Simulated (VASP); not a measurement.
# CuI (F-43m) in VASP: a series of runs, part 2 of 2

VASP 6.6.1.

### Step 3. Single point, LDA

This run uses another cell than the first one, of 27.86 Å³/atom, 1.042 times its volume.

Contents of INCAR:

```
PREC     = Accurate       # precision mode
ENCUT    = 520            # plane-wave cutoff, eV
EDIFF    = 1E-6           # SCF threshold, eV
ISMEAR   = -1             # smearing method
SIGMA    = 0.03           # smearing width, eV
LREAL    = False          # projectors in reciprocal space
LASPH    = True           # aspherical terms in the spheres
NELM     = 100            # most SCF steps
ALGO     = Normal         # electronic algorithm
ISIF     = 2              # what is computed and relaxed
LWAVE    = False          # write WAVECAR
LCHARG   = False          # write CHGCAR
NBANDS   = 16             # bands
```

Contents of KPOINTS:

```
regular mesh
0
Gamma
  9 9 9
```

Contents of POSCAR:

```
CuI
1.0
    0.0000000000      3.0315000000      3.0315000000
    3.0315000000      0.0000000000      3.0315000000
    3.0315000000      3.0315000000      0.0000000000
Cu I
1 1
Direct
    0.7500000000      0.7500000000      0.7500000000
    0.0000000000      0.0000000000      0.0000000000
```

Potentials or basis: VASP PAW LDA potentials, release 64 (Cu, I).

Launch:

```console
$ cat potpaw_LDA.64/Cu/POTCAR potpaw_LDA.64/I/POTCAR > POTCAR
$ mpirun -np 1 vasp_std > vasp.out
```

It took 57 s on 1 thread of AMD EPYC 7R13, shared host; peak memory 0.14 GiB.

It converged, with:

- Free energy: -6.9187 eV
- Pressure: -4.3 GPa
- Band gap on the k mesh: 1.00 eV, direct

Levels at points of the mesh, in eV from the valence-band top:
| k point | band 7 | band 8 | band 9 | band 10 | band 11 | band 12 |
| --- | --- | --- | --- | --- | --- | --- |
| (0.00, 0.00, 0.00) | 0.00 | 0.00 | 0.00 | 1.00 | 4.87 | 4.87 |

Caveat: spin-orbit coupling is left out, which moves the levels of the heavy elements.

### Step 4. Single point, PBE

This run uses another cell than the first one, of 27.86 Å³/atom, 1.042 times its volume.

Contents of INCAR:

```
PREC = Accurate ; ENCUT = 520
EDIFF = 1E-6 ; ISMEAR = -1
SIGMA = 0.03 ; LREAL = False
LASPH = True ; NELM = 60
ALGO = Normal ; ISIF = 2
LWAVE = False ; LCHARG = False
GGA = PE ; NBANDS = 16
```

Contents of KPOINTS:

```
Automatic mesh
0
Gamma
  9 9 9
```

POSCAR is that of step 3.

Potentials or basis: VASP PAW PBE potentials, release 64 (Cu, I).

Launch:

```console
$ cat potpaw_PBE.64/Cu/POTCAR potpaw_PBE.64/I/POTCAR > POTCAR
$ mpirun -np 1 vasp_std > vasp.out
```

OUTCAR:

```text
PREC = Accurate
   ENCUT = 520
   EDIFF = 1E-6
   ISMEAR = -1
   LREAL = False
   LASPH = True
   NELM = 60
   ISIF = 2
   GGA = PE

 ion  position               nearest neighbor table
   1  0.750  0.750  0.750-   2 2.63   2 2.63   2 2.63   2 2.63
   2  0.000  0.000  0.000-   1 2.63   1 2.63   1 2.63   1 2.63

  LATTYP: Found a face centered cubic cell.
 ALAT       =     6.0630000000

  Lattice vectors:

 A1 = (   0.0000000000,   3.0315000000,   3.0315000000)
 A2 = (   3.0315000000,   0.0000000000,   3.0315000000)
 A3 = (   3.0315000000,   3.0315000000,   0.0000000000)
[... 623 lines left out ...]
      4       0.6857      2.00000
      5       2.5078      2.00000
      6       2.6635      2.00000
[... 8 lines left out ...]
     15      15.5979      0.00000
     16      16.8780      0.00000

 [... further k-points ...]
[... 5 lines left out ...]
  --------------------------------------------------------------------------------------
  -------------------------------------------------------------------------------------
  Total        0.1155064      0.1155064      0.1155064     -0.0000000     -0.0000000      0.0000000
  in kB        3.3213458      3.3213458      3.3213458     -0.0000000     -0.0000000      0.0000000
  external PRESSURE =       3.3213458 kB  Pullay stress =       0.0000000 kB

 VOLUME and BASIS-vectors are now :
 -----------------------------------------------------------------------------
  energy-cutoff  :      520.00
  volume of cell :       55.72
      direct lattice vectors                 reciprocal lattice vectors
     0.000000000  3.031500000  3.031500000    -0.164934851  0.164934851  0.164934851
     3.031500000  0.000000000  3.031500000     0.164934851 -0.164934851  0.164934851
     3.031500000  3.031500000  0.000000000     0.164934851  0.164934851 -0.164934851

 POSITION                                       TOTAL-FORCE (eV/Angst)
 -----------------------------------------------------------------------------------
      4.54725      4.54725      4.54725        -0.000000     -0.000000     -0.000000
      0.00000      0.00000      0.00000         0.000000      0.000000      0.000000
 -----------------------------------------------------------------------------------
    total drift:                               -0.000001     -0.000001     -0.000001

  FREE ENERGIE OF THE ION-ELECTRON SYSTEM (eV)
  ---------------------------------------------------
  free  energy   TOTEN  =        -5.5621585639 eV

  energy  without entropy=       -5.5621585639  energy(sigma->0) =       -5.56215856
```

OSZICAR:

```text
N       E                     dE             d eps       ncg     rms          rms(c)
DAV:   1     0.923778042399E+02    0.92378E+02   -0.74538E+03  1120   0.119E+03
DAV:   2     0.167891409699E+00   -0.92210E+02   -0.83387E+02  1192   0.223E+02
DAV:   3    -0.561899183353E+01   -0.57869E+01   -0.57117E+01  1512   0.600E+01
DAV:   4    -0.577138391383E+01   -0.15239E+00   -0.15233E+00  1280   0.922E+00
DAV:   5    -0.577957138049E+01   -0.81875E-02   -0.81874E-02  1768   0.239E+00    0.527E+00
DAV:   6    -0.570470284300E+01    0.74869E-01   -0.26441E+00  1176   0.436E+01    0.338E+00
DAV:   7    -0.556286484430E+01    0.14184E+00   -0.63496E-01  1168   0.262E+01    0.167E+00
DAV:   8    -0.556408615560E+01   -0.12213E-02   -0.33174E-02  1784   0.246E+00    0.449E-01
DAV:   9    -0.556198422730E+01    0.21019E-02   -0.78017E-03  1416   0.259E+00    0.142E-01
DAV:  10    -0.556215302803E+01   -0.16880E-03   -0.56588E-04  1368   0.146E-01    0.374E-02
DAV:  11    -0.556216043475E+01   -0.74067E-05   -0.18347E-04  1480   0.371E-01    0.327E-02
DAV:  12    -0.556215926211E+01    0.11726E-05   -0.12910E-05  1760   0.564E-02    0.248E-02
DAV:  13    -0.556215797785E+01    0.12843E-05   -0.60003E-06  1456   0.726E-02    0.522E-03
DAV:  14    -0.556215856394E+01   -0.58609E-06   -0.21708E-06  1264   0.241E-02
   1 F= -.55621586E+01 E0= -.55621586E+01  d E =-.361275E-10
```

It took 59 s on 1 thread of AMD EPYC 7R13, shared host; peak memory 0.16 GiB.

What came out:

* Free energy: -5.5622 eV
* Pressure: 0.3 GPa
* Band gap on the k mesh: 1.14 eV, direct

Caveat: spin-orbit coupling is left out, which moves the levels of the heavy elements. A hybrid or GW would open this gap; PBE tends to underestimate it.

### Step 5. Single point, PBE, non-collinear spin, zero start, spin-orbit coupling

This run uses another cell than the first one, of 27.86 Å³/atom, 1.042 times its volume.

Contents of INCAR:

```
PREC = Accurate ; ENCUT = 520
EDIFF = 1E-6 ; ISMEAR = -1
SIGMA = 0.03 ; LREAL = False
LASPH = True ; NELM = 150
ALGO = Normal ; ISIF = 2
LWAVE = False ; LCHARG = False
MAGMOM = 0 0 0 0 0 0 ; LORBIT = 11
LSORBIT = True ; GGA_COMPAT = False
LORBMOM = True ; LMAXMIX = 4
GGA = PE ; NBANDS = 30
```

Contents of KPOINTS:

```
regular mesh
0
Gamma
  9 9 9
```

POSCAR is that of step 4.

Potentials or basis: VASP PAW PBE potentials, release 64 (Cu, I).

Launch:

```console
$ cat potpaw_PBE.64/Cu/POTCAR potpaw_PBE.64/I/POTCAR > POTCAR
$ mpirun -np 1 vasp_ncl > vasp.out
```

OUTCAR:

```text
PREC = Accurate
   ENCUT = 520
   EDIFF = 1E-6
   ISMEAR = -1
   LREAL = False
   LASPH = True
   NELM = 150
   ISIF = 2
   LORBIT = 11
   LSORBIT = True
   GGA = PE

 ion  position               nearest neighbor table
   1  0.750  0.750  0.750-   2 2.63   2 2.63   2 2.63   2 2.63
   2  0.000  0.000  0.000-   1 2.63   1 2.63   1 2.63   1 2.63

  LATTYP: Found a face centered cubic cell.
 ALAT       =     6.0630000000

  Lattice vectors:

 A1 = (   0.0000000000,   3.0315000000,   3.0315000000)
 A2 = (   3.0315000000,   0.0000000000,   3.0315000000)
 A3 = (   3.0315000000,   3.0315000000,   0.0000000000)
[... 1084 lines left out ...]
    -0.0000491    -0.0000491    -0.0000714     0.0000000    -0.0000238
    -0.0000952    -0.0000238     0.0000000    -0.0000238     0.0000000
 l=   3
     0.0000000     0.0000000     0.0000000     0.0000000     0.0000000     0.0000000     0.0000000
     0.0000000     0.0000000     0.0000000     0.0000000     0.0000000     0.0000000     0.0000000
     0.0000000     0.0000000     0.0000000     0.0000000     0.0000000     0.0000000     0.0000000
     0.0000000     0.0000000     0.0000000     0.0000000     0.0000000     0.0000000     0.0000000
     0.0000000     0.0000000     0.0000000     0.0000000     0.0000000     0.0000000     0.0000000
     0.0000000     0.0000000     0.0000000     0.0000000     0.0000000     0.0000000     0.0000000
     0.0000000     0.0000000     0.0000000     0.0000000     0.0000000     0.0000000     0.0000000

 total charge

# of ion       s       p       d       tot
------------------------------------------
    1        0.328   0.261   9.333   9.922
    2        1.493   2.760   0.054   4.306
--------------------------------------------------
tot          1.821   3.020   9.387  14.228

 magnetization (x)

# of ion       s       p       d       tot
------------------------------------------
    1       -0.000   0.000  -0.000  -0.000
    2        0.000   0.000   0.000   0.000
--------------------------------------------------
tot         -0.000   0.000  -0.000  -0.000

 magnetization (y)

# of ion       s       p       d       tot
------------------------------------------
    1       -0.000   0.000  -0.000  -0.000
    2        0.000   0.000  -0.000  -0.000
--------------------------------------------------
tot         -0.000   0.000  -0.000  -0.000

 magnetization (z)

# of ion       s       p       d       tot
------------------------------------------
    1       -0.000  -0.000   0.000  -0.000
    2        0.000  -0.000   0.000  -0.000
--------------------------------------------------
tot         -0.000  -0.000   0.000  -0.000
```

stdout:

```text
POSCAR found type information on POSCAR CuI
 POSCAR found :  2 types and       2 ions
 scaLAPACK will be used
 LDA part: xc-table for (Slater+PW92), standard interpolation
 POSCAR, INCAR and KPOINTS ok, starting setup
 FFT: planning ... GRIDC
 FFT: planning ... GRID_SOFT
 FFT: planning ... GRID
 WAVECAR not read
 entering main loop
```

Run time: 5 min. Hardware: 1 thread of AMD EPYC 7R13, shared host; peak memory 0.36 GiB.

What came out:

| Quantity | Value |
| --- | --- |
| Free energy | -5.6926 eV |
| Pressure | 0.7 GPa |
| Net moment | 0.00 μB per cell |
| Valence electrons inside the program's atomic spheres | Cu 9.92; I 4.31 |

Moments on the atoms (μB; x, y, z):
```
Cu  0.00 0.00 0.00
I   0.00 0.00 0.00
```

### Step 6. The runs side by side

```tsv
level	potentials or basis	spin	cell	gap on the mesh (eV)	pressure (GPa)
LDA	VASP PAW LDA potentials, release 64 (Cu, I)	off	a = 4.229 Å, angles 60.0°, 2 atoms	1.11	-2.8
LDA	VASP PAW LDA potentials, release 64 (Cu, I)	off	a = 4.287 Å, angles 60.0°, 2 atoms	1.00	-4.3
PBE	VASP PAW PBE potentials, release 64 (Cu, I)	off	a = 4.287 Å, angles 60.0°, 2 atoms	1.14	0.3
PBE	VASP PAW PBE potentials, release 64 (Cu, I)	non-collinear, zero start, SOC	a = 4.287 Å, angles 60.0°, 2 atoms	-	0.7
```

Alike in all rows: task single point; k mesh 9 × 9 × 9; cutoff (eV) 520; smearing fermi-dirac 0.03 eV.

Caveats: spin-orbit coupling is left out, which moves the levels of the heavy elements (some runs).

Absolute energies hang on the potentials; compare differences alone.
